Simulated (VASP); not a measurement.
Wanted: the native input for a VASP 6.6.1 run.

- Task: single point
- Functional: PBE0
- Potentials or basis: VASP PAW PBE potentials, release 64 (Sb_d_GW)
- Cutoff: 400 eV
- k mesh: 6 × 6 × 6
- Occupations: fermi-dirac, width 0.05 eV
- Spin: no spin polarisation
- Dipole correction: no
- Grid for exact exchange (PRECFOCK): Normal
- Further INCAR settings: ALGO = Normal; EDIFF = 1e-06; NBANDS = 14
- Share of exact exchange: 0.25

The system is Sb.

```
CELL_PARAMETERS angstrom
3.09549 0.00000 0.00000
0.00000 3.09549 0.00000
0.00000 0.00000 3.09549
ATOMIC_POSITIONS crystal
Sb 0.00000 0.00000 0.00000
```

This isn't the form of Sb at room conditions, which is rhombohedral.

The input as run:

POSCAR

```
Sb
1.0
    3.0954921035      0.0000000000      0.0000000000
    0.0000000000      3.0954921035      0.0000000000
    0.0000000000      0.0000000000      3.0954921035
Sb
1
Direct
    0.0000000000      0.0000000000      0.0000000000
```

INCAR.step1

```
PREC     = Accurate       # precision mode
ENCUT    = 400            # plane-wave cutoff, eV
EDIFF    = 1E-5           # SCF threshold, eV
ISMEAR   = -1             # smearing method
SIGMA    = 0.05           # smearing width, eV
LREAL    = False          # projectors in reciprocal space
LASPH    = True           # aspherical terms in the spheres
NELM     = 120            # most SCF steps
ALGO     = Normal         # electronic algorithm
ISIF     = 2              # what is computed and relaxed
LWAVE    = True           # write WAVECAR
LCHARG   = False          # write CHGCAR
NBANDS   = 14             # bands
GGA      = PE             # functional
GGA_COMPAT= False
```

INCAR.step2

```
PREC     = Accurate       # precision mode
ENCUT    = 400            # plane-wave cutoff, eV
EDIFF    = 1E-6           # SCF threshold, eV
ISMEAR   = -1             # smearing method
SIGMA    = 0.05           # smearing width, eV
LREAL    = False          # projectors in reciprocal space
LASPH    = True           # aspherical terms in the spheres
NELM     = 120            # most SCF steps
ALGO     = Normal         # electronic algorithm
ISIF     = 2              # what is computed and relaxed
LWAVE    = False          # write WAVECAR
LCHARG   = False          # write CHGCAR
GGA      = PE             # functional
LHFCALC  = True           # exact exchange
AEXX     = 0.25           # exact-exchange fraction
PRECFOCK = Normal       
NBANDS   = 14             # bands
ISTART   = 1            
GGA_COMPAT= False
```

KPOINTS

```
Automatic mesh
0
Gamma
  6 6 6
```

Potentials or basis: VASP PAW PBE potentials, release 64 (Sb_d_GW).

Command:

```console
$ cat potpaw_PBE.64/Sb_d_GW/POTCAR > POTCAR
$ cp INCAR.step1 INCAR
$ mpirun -np 1 vasp_std > vasp.out
$ cp INCAR.step2 INCAR
$ mpirun -np 1 vasp_std > vasp.out
```

It gave:

```yaml
Pressure: -2.4 GPa
Band_gap_on_the_k_mesh: zero (an odd number of electrons rules out a gap without spin polarisation)
```

Caveat: the PAW data sets were made with another functional, which shifts forces and pressure a little; spin-orbit coupling is left out, which moves the levels of the heavy elements; an odd number of electrons without spin polarisation forces a metal; a magnetic or distorted state may lie lower.

Run time: 6.8 min on 1 thread of Intel(R) Xeon(R) 6975P-C (Granite Rapids) (shared host), peak memory 0.14 GiB.
